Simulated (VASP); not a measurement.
## Al7Si9C9N7: single point with HSE06

Crystal: Al7Si9C9N7.

```
Al Si C N
1.0
     9.30356    0.00000    0.00000
     0.00000   10.74212    0.00000
     0.00000    0.00000   10.07768
Al Si C N
21 27 27 21
Direct
  0.16278 0.08322 0.25018
  0.99970 0.33055 0.24786
  0.33607 0.33539 0.74613
  0.99834 0.82746 0.24258
  0.00123 0.83036 0.75167
  0.83184 0.08014 0.25187
  0.66525 0.33360 0.25168
  0.66668 0.33764 0.74796
  0.49987 0.58452 0.24982
  0.33262 0.83211 0.24699
  0.83261 0.58136 0.24923
  0.33334 0.17001 0.49432
  0.16480 0.41765 0.49779
  0.16760 0.41533 0.99924
  0.00067 0.66779 0.49439
  0.66623 0.16861 0.50279
  0.66508 0.16742 0.99998
  0.33102 0.66769 0.49787
  0.16556 0.91666 0.50248
  0.83246 0.41648 0.49942
  0.83066 0.91322 0.00211
  0.17178 0.08218 0.74953
  0.99937 0.33862 0.75017
  0.50149 0.08434 0.24621
  0.49988 0.07956 0.75100
  0.33582 0.33768 0.25166
  0.16788 0.58204 0.24759
  0.16369 0.58108 0.74979
  0.82712 0.07898 0.75051
  0.49496 0.58624 0.74704
  0.33122 0.83533 0.74938
  0.84129 0.58148 0.74778
  0.66560 0.83256 0.24241
  0.66453 0.83507 0.74706
  0.00036 0.16519 0.49407
  0.99408 0.16648 0.00141
  0.33790 0.16764 0.00585
  0.00463 0.66555 0.00105
  0.50327 0.41916 0.49944
  0.49944 0.41480 0.00302
  0.32810 0.66407 0.00309
  0.16443 0.91390 0.00352
  0.83081 0.41713 0.00213
  0.66843 0.66198 0.49546
  0.66711 0.66839 0.00215
  0.49704 0.91578 0.49437
  0.49977 0.91592 0.00205
  0.84027 0.91620 0.50090
  0.99531 0.16050 0.17673
  0.33875 0.17016 0.18915
  0.16010 0.41463 0.69747
  0.00662 0.65506 0.18033
  0.99973 0.65929 0.69261
  0.66480 0.16110 0.70031
  0.49380 0.41511 0.17931
  0.50229 0.43000 0.68645
  0.32842 0.66439 0.18077
  0.33344 0.67196 0.69827
  0.17504 0.92430 0.69867
  0.66544 0.67509 0.18170
  0.50669 0.92239 0.18656
  0.49849 0.91477 0.68216
  0.82468 0.91850 0.68562
  0.99630 0.32040 0.44152
  0.98754 0.32538 0.93424
  0.48804 0.07734 0.93572
  0.34406 0.33898 0.43440
  0.17012 0.58484 0.42647
  0.17135 0.58748 0.93439
  0.99388 0.84317 0.43490
  0.00709 0.83371 0.94874
  0.65914 0.33526 0.44322
  0.82279 0.58722 0.44259
  0.82731 0.58155 0.93459
  0.65292 0.82782 0.93007
  0.00040 0.16296 0.69071
  0.33403 0.15922 0.69309
  0.17444 0.41474 0.18960
  0.66136 0.16028 0.19204
  0.17106 0.92009 0.17740
  0.83142 0.41259 0.17577
  0.83942 0.41873 0.69825
  0.66438 0.66942 0.68625
  0.82061 0.91425 0.19262
  0.16055 0.08627 0.44449
  0.16782 0.08832 0.93544
  0.50187 0.07077 0.43074
  0.34584 0.32482 0.94130
  0.83732 0.07740 0.44668
  0.84003 0.08455 0.93102
  0.66329 0.34260 0.94517
  0.50770 0.58878 0.44561
  0.49933 0.58140 0.93383
  0.34289 0.84144 0.43733
  0.33404 0.83627 0.94095
  0.66119 0.83502 0.43700
```

```yaml
Program: VASP 6.6.1
Task: single point
Functional: HSE06
Potentials_or_basis: VASP PAW PBE potentials, release 64 (Al, Si, C, N)
Cutoff: 520 eV
k_mesh: 1 × 1 × 1
Occupations: fermi-dirac, width 0.05 eV
Spin: no spin polarisation
Dipole_correction: no
Grid_for_exact_exchange_PRECFOCK: Fast
Further_INCAR_settings: LREAL = Auto; ALGO = Normal; EDIFF = 1e-06; NBANDS = 246
Share_of_exact_exchange: 0.25
Screening_parameter: 0.2079 1/Å
```

* Pressure: -2.0 GPa
* Largest force: 0.314 eV/Å
* Band gap on the k mesh: 2.87 eV

Forces on the atoms (eV/Å):
```
Al  -0.023  0.038 -0.090
Al  -0.004  0.015 -0.023
Al  -0.049  0.086 -0.049
Al  -0.021  0.009  0.030
Al   0.037  0.007 -0.028
Al  -0.020  0.030 -0.115
Al  -0.030  0.076 -0.038
Al   0.025  0.056 -0.064
Al  -0.038  0.033 -0.127
Al  -0.012  0.016 -0.045
Al   0.054  0.077 -0.058
Al  -0.034 -0.012 -0.057
Al   0.020  0.001 -0.118
Al   0.007  0.027 -0.005
Al  -0.023 -0.095 -0.076
Al   0.009  0.036 -0.037
Al  -0.006 -0.049 -0.041
Al  -0.021 -0.095 -0.124
Al  -0.047 -0.035 -0.099
Al  -0.044 -0.085 -0.130
Al   0.073 -0.071 -0.034
Si   0.083 -0.045 -0.062
Si  -0.001  0.167 -0.013
Si   0.113  0.032 -0.046
Si   0.013  0.113 -0.021
Si   0.028  0.101 -0.034
Si  -0.010  0.082  0.016
Si  -0.089  0.075 -0.020
Si  -0.065  0.044  0.028
Si  -0.013 -0.042 -0.049
Si  -0.038  0.030 -0.073
Si   0.179  0.028 -0.065
Si   0.087  0.027 -0.128
Si  -0.003  0.021 -0.001
Si   0.033  0.067 -0.128
Si  -0.068  0.027  0.054
Si   0.033  0.032 -0.083
Si   0.103 -0.031  0.013
Si   0.045 -0.132 -0.093
Si   0.048 -0.095  0.031
Si  -0.057 -0.086  0.007
Si  -0.017 -0.126  0.067
Si  -0.100 -0.055  0.074
Si   0.002 -0.186 -0.121
Si  -0.044  0.026 -0.017
Si  -0.087 -0.008 -0.174
Si  -0.055 -0.011 -0.081
Si   0.100  0.007 -0.079
C   -0.004 -0.104 -0.126
C    0.074 -0.084 -0.006
C   -0.088 -0.125  0.168
C    0.031 -0.147  0.015
C   -0.097 -0.227  0.165
C    0.012 -0.173  0.133
C   -0.020 -0.102 -0.067
C    0.007  0.056  0.052
C    0.021 -0.082 -0.034
C    0.127 -0.066  0.159
C    0.088  0.041  0.149
C   -0.002  0.062 -0.011
C    0.038  0.004  0.031
C   -0.016 -0.087  0.063
C   -0.073 -0.012  0.017
C   -0.008 -0.157  0.095
C    0.006 -0.031 -0.014
C   -0.012  0.034  0.011
C   -0.016  0.070  0.004
C    0.017  0.103 -0.027
C    0.035  0.176  0.076
C   -0.112  0.183  0.134
C    0.069  0.120  0.135
C   -0.014  0.114  0.135
C   -0.186  0.219  0.125
C   -0.045  0.061  0.033
C   -0.033  0.036 -0.027
N    0.060 -0.109  0.045
N   -0.081 -0.167  0.134
N    0.052 -0.053  0.049
N   -0.108 -0.164  0.094
N    0.016 -0.002 -0.158
N   -0.013 -0.067 -0.150
N    0.061 -0.075  0.165
N   -0.057 -0.027 -0.022
N   -0.118 -0.107  0.044
N   -0.055  0.095  0.045
N    0.037  0.062  0.018
N   -0.025 -0.115 -0.019
N    0.061  0.003  0.101
N    0.057 -0.039  0.097
N    0.025  0.109 -0.035
N   -0.019  0.162  0.149
N    0.178  0.123  0.154
N   -0.032  0.030  0.005
N    0.170  0.174  0.111
N   -0.024  0.094  0.059
N   -0.061  0.063  0.054
```

Stress tensor (GPa, compression positive):
```
-0.78 -0.25  0.08
-0.25 -2.84 -0.01
 0.08 -0.01 -2.37
```

Levels at points of the mesh, in eV from the valence-band top:
```csv
k point,band 190,band 191,band 192,band 193,band 194,band 195
"(0.00, 0.00, 0.00)",-0.48,-0.40,0.00,2.87,3.01,3.04
```

Run time: 3.5 min on 1 × NVIDIA H100 80GB with 1 thread of Intel(R) Xeon(R) Platinum 8481C CPU @ 2.70GHz (Sapphire Rapids), on a shared host, peak memory 1.7 GiB.

Caveat: the k points lie up to 0.68 Å⁻¹ apart; the PAW data sets were made with another functional, which shifts forces and pressure a little. A k mesh can miss the band edges.
